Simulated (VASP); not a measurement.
# C (R-3m) in VASP: notebook

C is run at these levels: r2SCAN; tasks: single point.

Program: VASP 6.6.1. These are calculated values, not measurements. Logs are shortened: lines on timing, memory, paths and dates and some standing lists are left out, and cuts for length are marked.

### Step 1. The cell of the first run

The structure is trigonal, space group R-3m (No. 166). The conventional cell has a = 2.466 Å, b = 2.466 Å, c = 24.848 Å, α = 90.00°, β = 90.00°, γ = 120.00°. C (site symmetry 3m) has 3 C at 1.42 Å within 1.9 Å. Within 1.9 Å of C (site symmetry 3m) lie 3 C at 1.42 Å.

### Step 2. Single point, r2SCAN

Input file POSCAR:

```
C
1.0
    1.2331880000      0.7119810000      8.2826150000
   -1.2331880000      0.7119810000      8.2826150000
    0.0000000000     -1.4239630000      8.2826150000
C
4
Direct
    0.9128270000      0.9128270000      0.9128270000
    0.2461500000      0.2461500000      0.2461500000
    0.7538500000      0.7538500000      0.7538500000
    0.0871730000      0.0871730000      0.0871730000
```

Input file INCAR.step1:

```
SYSTEM = C
PREC     = Accurate       ! precision mode
ENCUT    = 520            ! plane-wave cutoff, eV
ISMEAR   = -1             ! smearing method
SIGMA    = 0.1            ! smearing width, eV
LREAL    = .False.        ! projectors in reciprocal space
LASPH    = .True.         ! aspherical terms in the spheres
NELM     = 60             ! most SCF steps
NBANDS   = 16             ! bands
GGA      = PE             ! functional
ALGO     = Normal         ! electronic algorithm
EDIFF    = 1E-4           ! SCF threshold, eV
LWAVE    = .True.         ! write WAVECAR
LCHARG   = .False.        ! write CHGCAR
```

Input file INCAR.step2:

```
SYSTEM = C
PREC     = Accurate       ! precision mode
ENCUT    = 520            ! plane-wave cutoff, eV
EDIFF    = 1E-6           ! SCF threshold, eV
ISMEAR   = -1             ! smearing method
SIGMA    = 0.1            ! smearing width, eV
LREAL    = .False.        ! projectors in reciprocal space
LASPH    = .True.         ! aspherical terms in the spheres
NELM     = 60             ! most SCF steps
ALGO     = Normal         ! electronic algorithm
ISIF     = 2              ! what is computed and relaxed
LWAVE    = .False.        ! write WAVECAR
LCHARG   = .False.        ! write CHGCAR
METAGGA  = R2SCAN         ! meta-GGA
LMIXTAU  = .True.       
NBANDS   = 16             ! bands
ISTART   = 1
```

Input file KPOINTS:

```
regular mesh
0
Gamma
  3 3 3
  0 0 0
```

Potentials or basis: VASP PAW PBE potentials, release 64 (C).

The run is started by

```console
> cat potpaw_PBE.64/C/POTCAR > POTCAR
> cp INCAR.step1 INCAR
> mpirun -np 1 vasp_std > vasp.out
> cp INCAR.step2 INCAR
> mpirun -np 1 vasp_std > vasp.out
```

OUTCAR:

```text
SYSTEM = C
   PREC = Accurate
   ENCUT = 520
   EDIFF = 1E-6
   ISMEAR = -1
   LREAL = .False.
   LASPH = .True.
   NELM = 60
   ISIF = 2
   METAGGA = R2SCAN
   ISTART = 1

 ion  position               nearest neighbor table
   1  0.913  0.913  0.913-   2 1.42   2 1.42   2 1.42
   2  0.246  0.246  0.246-   1 1.42   1 1.42   1 1.42
   3  0.754  0.754  0.754-   4 1.42   4 1.42   4 1.42
   4  0.087  0.087  0.087-   3 1.42   3 1.42   3 1.42

  LATTYP: Found a trigonal (rhomboedric) cell.
 ALAT       =     8.4041287964
 COS(alpha) =     0.9569371096

  Lattice vectors:

 A1 = (   1.2331880000,   0.7119810000,   8.2826150000)
 A2 = (  -1.2331880000,   0.7119810000,   8.2826150000)
 A3 = (   0.0000000000,  -1.4239630000,   8.2826150000)

Analysis of symmetry for initial positions (statically):
=====================================================================
 Subroutine PRICEL returns:
 Original cell was already a primitive cell.

 Routine SETGRP: Setting up the symmetry group for a
 trigonal (rhombohedral) supercell.

 Subroutine GETGRP returns: Found 12 space group operations
 (whereof 12 operations were pure point group operations)
 out of a pool of 12 trial point group operations.

The static configuration has the point symmetry D_3d.

Analysis of symmetry for dynamics (positions and initial velocities):
=====================================================================
 Subroutine PRICEL returns:
 Original cell was already a primitive cell.

 Routine SETGRP: Setting up the symmetry group for a
 trigonal (rhombohedral) supercell.

 Subroutine GETGRP returns: Found 12 space group operations
 (whereof 12 operations were pure point group operations)
 out of a pool of 12 trial point group operations.

The dynamic configuration has the point symmetry D_3d.

 Subroutine INISYM returns: Found 12 space group operations
 (whereof 12 operations are pure point group operations),
 and found     1 'primitive' translations

----------------------------------------------------------------------------------------

                                     Primitive cell

  volume of cell :      43.6332

  direct lattice vectors                    reciprocal lattice vectors
     1.233188000  0.711981000  8.282615000     0.405453183  0.234088534  0.040244948
    -1.233188000  0.711981000  8.282615000    -0.405453183  0.234088534  0.040244948
[... 70 lines left out ...]
   EDIFF  = 0.1E-05   stopping-criterion for ELM
   LREAL  =      F    real-space projection
   EDIFFG = 0.1E-04   stopping-criterion for IOM
   NSW    =      0    number of steps for IOM
   IBRION =     -1    ionic relax: 0-MD 1-quasi-New 2-CG
   NFREE  =      0    steps in history (QN), initial steepest desc. (CG)
   ISIF   =      2    stress and relaxation
   ISYM   =      2    0-nonsym 1-usesym 2-fastsym
   POTIM  = 0.5000    time-step for ionic-motion
   TEBEG  =    0.0;   TEEND  =   0.0 temperature during run
   PSTRESS=    0.0 pullay stress
   NELECT =      16.0000    total number of electrons
   NUPDOWN=      -1.0000    fix difference up-down
   EMIN   =  10.00;   EMAX   =-10.00  energy-range for DOS
   EFERMI =   0.00;   METHOD = LEGACY
   ISMEAR =    -1;   SIGMA  =   0.10  broadening in eV -4-tet -1-fermi 0-gaus
   EFERMI_NEDOS =   21; number of points for ismear=-14 and -15
   IALGO  =     38    algorithm
   IMIX   =      4    mixing-type and parameters
     AMIX     =   0.40;   BMIX     =  1.00
     AMIX_MAG =   1.60;   BMIX_MAG =  1.00
  volume/ion in A,a.u.               =      10.91        73.61
  Fermi-wavevector in a.u.,A,eV,Ry     =   1.171771  2.214325 18.681431  1.373046
  Thomas-Fermi vector in A             =   2.308209
   LORBIT       =      0    0 simple, 1 ext, 2 COOP (PROOUT), +10 PAW based schemes
   METAGGA = R2SCAN    functional components
   LHFCALC =     F    Hartree Fock is set to
   AEXX    =    0.0000 exact exchange contribution
   IVDW    =     0    specifies the selected vdW correction
   LEPSILON=     F    determine dielectric tensor
   LRPA    =     F    only Hartree local field effects (RPA)
 non-spin polarized calculation
  energy-cutoff  :      520.00
  volume of cell :       43.63
 maximum number of plane-waves:      1183
 NGX is ok and might be reduce to    64
   NGX = 31   NGY = 31   NGZ = 31

 number of electron      16.0000001 magnetization

 Free energy of the ion-electron system (eV)
  ---------------------------------------------------
  ext. energy  EPLUGINS =         0.00000000
  ---------------------------------------------------
  free energy    TOTEN  =       -38.64202341 eV

  energy without entropy =      -38.54983007  energy(sigma->0) =      -38.59592674

 E-fermi :   2.9609     XC(G=0):  -9.6122

 val. band max:        2.8620221631   @ k =  -0.3333   0.3333   0.0000
 cond. band min:       3.0577576042   @ k =  -0.3333   0.3333   0.0000
 fundamental gap:      0.1957354410
 Fermi energy:         2.9609127884

 k-point     1 :       0.0000    0.0000    0.0000
  band No.  band energies     occupation
      1     -17.8202      2.00000
      2     -17.7684      2.00000
      3      -5.4091      2.00000
      4      -4.7787      2.00000
      5      -0.2751      2.00000
      6      -0.2751      2.00000
[... 91 lines left out ...]
      3      -7.3164      2.00000
      4      -7.2964      2.00000
      5      -3.1798      2.00000
      6      -3.1744      2.00000
[... 8 lines left out ...]
     15      18.6421      0.00000
     16      18.8989      0.00000

------------------------ aborting loop because EDIFF is reached ----------------------------------------

  FORCE on cell =-STRESS in cart. coord.  units (eV):
  Direction    XX          YY          ZZ          XY          YZ          ZX
  --------------------------------------------------------------------------------------
  -------------------------------------------------------------------------------------
  Total        0.1069129      0.1069129     -0.6748104      0.0000000      0.0000000      0.0000000
  in kB        3.9257642      3.9257632    -24.7785407      0.0000000      0.0000010      0.0000000
  external PRESSURE =      -5.6423378 kB  Pullay stress =       0.0000000 kB

 VOLUME and BASIS-vectors are now :
 -----------------------------------------------------------------------------
  energy-cutoff  :      520.00
  volume of cell :       43.63
      direct lattice vectors                 reciprocal lattice vectors
     1.233188000  0.711981000  8.282615000     0.405453183  0.234088534  0.040244948
    -1.233188000  0.711981000  8.282615000    -0.405453183  0.234088534  0.040244948
     0.000000000 -1.423963000  8.282615000     0.000000000 -0.468177068  0.040244920

 POSITION                                       TOTAL-FORCE (eV/Angst)
 -----------------------------------------------------------------------------------
      0.00000     -0.00000     22.68178         0.000000      0.000000     -0.042892
      0.00000     -0.00000      6.11630         0.000000      0.000000     -0.048019
      0.00000     -0.00000     18.73155         0.000000     -0.000000      0.048019
      0.00000     -0.00000      2.16606         0.000000     -0.000000      0.042892
 -----------------------------------------------------------------------------------
    total drift:                               -0.000000     -0.000000      0.000000

  FREE ENERGIE OF THE ION-ELECTRON SYSTEM (eV)
  ---------------------------------------------------
  free  energy   TOTEN  =       -38.6420234062 eV

  energy  without entropy=      -38.5498300691  energy(sigma->0) =      -38.59592674
```

Run time: 80 s. Hardware: 1 thread of Intel Xeon 6975P-C (Granite Rapids), shared host; peak memory 0.55 GiB.

Results:

| Item | Value |
| --- | --- |
| Free energy | -38.6420 eV |
| Pressure | -0.6 GPa |
| Largest force | 0.048 eV/Å |
| Band gap on the k mesh | 0.20 eV, direct |

Forces in eV/Å, atoms in the order of the input:
```
C    0.000  0.000 -0.043
C    0.000  0.000 -0.048
C    0.000  0.000  0.048
C    0.000  0.000  0.043
```

Caveat: the k points lie up to 0.98 Å⁻¹ apart; the PAW data sets were made with another functional, which shifts forces and pressure a little. A k mesh can miss the band edges.

### Step 3. Single point, r2SCAN

POSCAR is that of step 2.

Input file INCAR.step1:

```
PREC = Accurate
ENCUT = 520
ISMEAR = -1
SIGMA = 0.1
LREAL = F
LASPH = T
NELM = 100
NBANDS = 16
GGA = PE
ALGO = Normal
EDIFF = 1E-4
LWAVE = T
LCHARG = F
```

Input file INCAR.step2:

```
PREC = Accurate
ENCUT = 520
EDIFF = 1E-6
ISMEAR = -1
SIGMA = 0.1
LREAL = F
LASPH = T
NELM = 100
ALGO = Normal
ISIF = 2
LWAVE = F
LCHARG = T
METAGGA = R2SCAN
LMIXTAU = T
LELF = T
LVHAR = T
NBANDS = 16
ISTART = 1
```

Input file KPOINTS:

```
regular mesh
0
Gamma
  5 5 5
```

Potentials or basis: VASP PAW PBE potentials, release 64 (C).

The run is started by

```console
> cat potpaw_PBE.64/C/POTCAR > POTCAR
> cp INCAR.step1 INCAR
> mpirun -np 1 vasp_std > vasp.out
> cp INCAR.step2 INCAR
> mpirun -np 1 vasp_std > vasp.out
```

It took 3.5 min on 1 thread of Intel Xeon 6975P-C (Granite Rapids), shared host; peak memory 0.56 GiB.

The run converged. Its results:

```yaml
Free_energy: -39.6636 eV
Pressure: -2.3 GPa
Largest_force: 0.009 eV/Å
Band_gap_on_the_k_mesh: 2.66 eV, direct
```

Forces on the atoms (eV/Å):
```
C    0.000  0.000  0.000
C    0.000  0.000  0.009
C    0.000  0.000 -0.009
C    0.000  0.000  0.000
```

Stress tensor (GPa, compression positive):
```
-3.14  0.00  0.00
 0.00 -3.14  0.00
 0.00  0.00 -0.70
```

Levels at points of the mesh, in eV from the valence-band top:
| k point | band 6 | band 7 | band 8 | band 9 | band 10 | band 11 |
| --- | --- | --- | --- | --- | --- | --- |
| (0.00, 0.00, 0.00) | -1.80 | -1.79 | -1.79 | 4.66 | 8.45 | 10.06 |

Caveat: the k points lie up to 0.59 Å⁻¹ apart; the PAW data sets were made with another functional, which shifts forces and pressure a little.

### Step 4. Single point, r2SCAN

POSCAR is that of step 3.

Input file INCAR.step1:

```
SYSTEM = C
PREC = Accurate
ENCUT = 520
ISMEAR = -1
SIGMA = 0.1
LREAL = .FALSE.
LASPH = .TRUE.
NELM = 80
NBANDS = 16
GGA = PE
ALGO = Normal
EDIFF = 1E-4
LWAVE = .TRUE.
LCHARG = .FALSE.
```

Input file INCAR.step2:

```
SYSTEM = C
PREC = Accurate
ENCUT = 520
EDIFF = 1E-6
ISMEAR = -1
SIGMA = 0.1
LREAL = .FALSE.
LASPH = .TRUE.
NELM = 80
ALGO = Normal
ISIF = 2
LWAVE = .FALSE.
LCHARG = .FALSE.
METAGGA = R2SCAN
LMIXTAU = .TRUE.
NBANDS = 16
ISTART = 1
```

Input file KPOINTS:

```
Automatic mesh
0
G
  6 6 6
  0 0 0
```

The run is started by

```console
> cat potpaw_PBE.64/C/POTCAR > POTCAR
> cp INCAR.step1 INCAR
> mpirun -np 1 vasp_std > vasp.out
> cp INCAR.step2 INCAR
> mpirun -np 1 vasp_std > vasp.out
```

It took 6.7 min on 1 thread of Intel Xeon 6975P-C (Granite Rapids), shared host; peak memory 0.56 GiB.

Results (log left out):

```
Free energy            : -39.6341 eV
Pressure               : -2.3 GPa
Largest force          : 0.012 eV/Å
Band gap on the k mesh : 0.20 eV, direct
```

Forces in eV/Å, atoms in the order of the input:
```
C    0.000  0.000 -0.012
C    0.000  0.000 -0.005
C    0.000  0.000  0.005
C    0.000  0.000  0.012
```

Stress tensor (GPa, compression positive):
```
-2.90  0.00  0.00
 0.00 -2.90  0.00
 0.00  0.00 -1.14
```

Levels at points of the mesh, in eV from the valence-band top:
```
           k point  band 5  band 6  band 7  band 8  band 9  band 10  band 11  band 12
(0.00, 0.00, 0.00)   -3.14   -3.14   -3.14   -3.14    3.32     7.11     8.72     8.72
(0.50, 0.00, 0.00)   -6.71   -6.71   -2.58   -2.24    1.64     2.14     7.71     7.75
(0.50, 0.50, 0.00)   -6.72   -6.71   -2.52   -2.31    1.74     2.03     7.69     7.77
(0.50, 0.50, 0.50)   -3.14   -3.14   -3.14   -3.14    4.56     5.00     8.72     8.72
```

Caveat: the k points lie up to 0.49 Å⁻¹ apart; the PAW data sets were made with another functional, which shifts forces and pressure a little.

### Step 5. Single point, r2SCAN

POSCAR is that of step 4.

Input file INCAR.step1:

```
SYSTEM = C
  ALGO = Normal
  EDIFF = 1E-4
  ENCUT = 520
  GGA = PE
  ISMEAR = -1
  LASPH = .True.
  LCHARG = .False.
  LREAL = .False.
  LWAVE = .True.
  NBANDS = 16
  NELM = 100
  PREC = Accurate
  SIGMA = 0.1
```

Input file INCAR.step2:

```
SYSTEM = C
  ALGO = Normal
  EDIFF = 1E-7
  ENCUT = 520
  ISIF = 2
  ISMEAR = -1
  ISTART = 1
  LASPH = .True.
  LCHARG = .False.
  LMIXTAU = .True.
  LREAL = .False.
  LWAVE = .False.
  METAGGA = R2SCAN
  NBANDS = 16
  NELM = 100
  PREC = Accurate
  SIGMA = 0.1
```

Input file KPOINTS:

```
k-points
0
Gamma
  8 8 8
  0 0 0
```

The run is started by

```console
> cat potpaw_PBE.64/C/POTCAR > POTCAR
> cp INCAR.step1 INCAR
> mpirun -np 1 vasp_std > vasp.out
> cp INCAR.step2 INCAR
> mpirun -np 1 vasp_std > vasp.out
```

It took 14 min on 1 thread of Intel Xeon 6975P-C (Granite Rapids), shared host; peak memory 0.57 GiB.

The run converged. Its results:

| Property | Result |
| --- | --- |
| Free energy | -39.7157 eV |
| Pressure | -2.5 GPa |
| Largest force | 0.009 eV/Å |
| Band gap on the k mesh | 1.81 eV, direct |

Forces on the atoms (eV/Å):
```
C    0.000  0.000 -0.001
C    0.000  0.000  0.009
C    0.000  0.000 -0.009
C    0.000  0.000  0.001
```

Stress tensor (GPa, compression positive):
```
-3.42  0.00  0.00
 0.00 -3.42  0.00
 0.00  0.00 -0.70
```

Levels at points of the mesh, in eV from the valence-band top:
```
           k point  band 4  band 5  band 6  band 7  band 8  band 9  band 10  band 11  band 12  band 13
(0.00, 0.00, 0.00)   -6.81   -2.31   -2.31   -2.31   -2.31    4.15     7.94     9.55     9.55     9.56
(0.50, 0.00, 0.00)  -13.08   -5.88   -5.88   -1.75   -1.42    2.47     2.97     8.54     8.58    12.00
(0.50, 0.50, 0.00)  -13.08   -5.89   -5.88   -1.69   -1.49    2.57     2.86     8.52     8.60    12.38
(0.50, 0.50, 0.50)   -7.04   -2.31   -2.31   -2.31   -2.31    5.39     5.83     9.55     9.55     9.56
```

Caveat: the PAW data sets were made with another functional, which shifts forces and pressure a little.

### Step 6. Single point, r2SCAN

POSCAR is that of step 5.

Input file INCAR.step1:

```
SYSTEM = C
PREC = Accurate
ENCUT = 520
ISMEAR = -1
SIGMA = 0.1
LREAL = .False.
LASPH = .True.
NELM = 60
NBANDS = 16
GGA = PE
ALGO = Normal
EDIFF = 1E-4
LWAVE = .True.
LCHARG = .False.
```

Input file INCAR.step2:

```
SYSTEM = C
PREC = Accurate
ENCUT = 520
EDIFF = 1E-6
ISMEAR = -1
SIGMA = 0.1
LREAL = .False.
LASPH = .True.
NELM = 60
ALGO = Normal
ISIF = 2
LWAVE = .False.
LCHARG = .True.
METAGGA = R2SCAN
LMIXTAU = .True.
LELF = .True.
LVHAR = .True.
NBANDS = 16
ISTART = 1
```

Input file KPOINTS:

```
Automatic mesh
0
Gamma
  10 10 10
  0 0 0
```

Potentials or basis: VASP PAW PBE potentials, release 64 (C).

The run is started by

```console
> cat potpaw_PBE.64/C/POTCAR > POTCAR
> cp INCAR.step1 INCAR
> mpirun -np 1 vasp_std > vasp.out
> cp INCAR.step2 INCAR
> mpirun -np 1 vasp_std > vasp.out
```

It took 24 min on 1 thread of Intel Xeon 6975P-C (Granite Rapids), shared host; peak memory 0.59 GiB.

It converged, with:

| Quantity | Value |
| --- | --- |
| Free energy | -39.7263 eV |
| Pressure | -2.6 GPa |
| Largest force | 0.009 eV/Å |
| Band gap on the k mesh | 1.83 eV, indirect (least direct gap 1.89 eV) |

Forces in eV/Å, atoms in the order of the input:
```
C    0.000  0.000 -0.001
C    0.000  0.000  0.009
C    0.000  0.000 -0.009
C    0.000  0.000  0.001
```

Stress tensor (GPa, compression positive):
```
-3.50  0.00  0.00
 0.00 -3.50  0.00
 0.00  0.00 -0.70
```

Levels at points of the mesh, in eV from the valence-band top:
```csv
k point,band 5,band 6,band 7,band 8,band 9,band 10,band 11,band 12
"(0.00, 0.00, 0.00)",-2.34,-2.34,-2.34,-2.34,4.13,7.92,9.52,9.52
"(0.50, 0.00, 0.00)",-5.91,-5.91,-1.78,-1.44,2.45,2.94,8.52,8.55
"(0.50, 0.50, 0.00)",-5.91,-5.91,-1.71,-1.51,2.54,2.83,8.49,8.57
"(0.50, 0.50, 0.50)",-2.34,-2.34,-2.34,-2.34,5.37,5.80,9.52,9.52
```

Caveat: the PAW data sets were made with another functional, which shifts forces and pressure a little. A k mesh can miss the band edges.

### Step 7. Summary

```csv
k mesh,gap on the mesh (eV),pressure (GPa),largest force (eV/Å)
3 × 3 × 3,0.20,-0.6,0.05
5 × 5 × 5,2.66,-2.3,0.01
6 × 6 × 6,0.20,-2.3,0.01
8 × 8 × 8,1.81,-2.5,0.01
10 × 10 × 10,1.83,-2.6,0.01
```

Alike in all rows: task single point; level r2SCAN; potentials or basis VASP PAW PBE potentials, release 64 (C); no spin polarisation; cell as given; cutoff (eV) 520; smearing fermi-dirac 0.1 eV.

Caveats: some runs use coarse meshes; the PAW data sets were made with another functional, which shifts forces and pressure a little.

Total energies depend on the potentials used, so only differences within one code and one set of settings carry meaning.
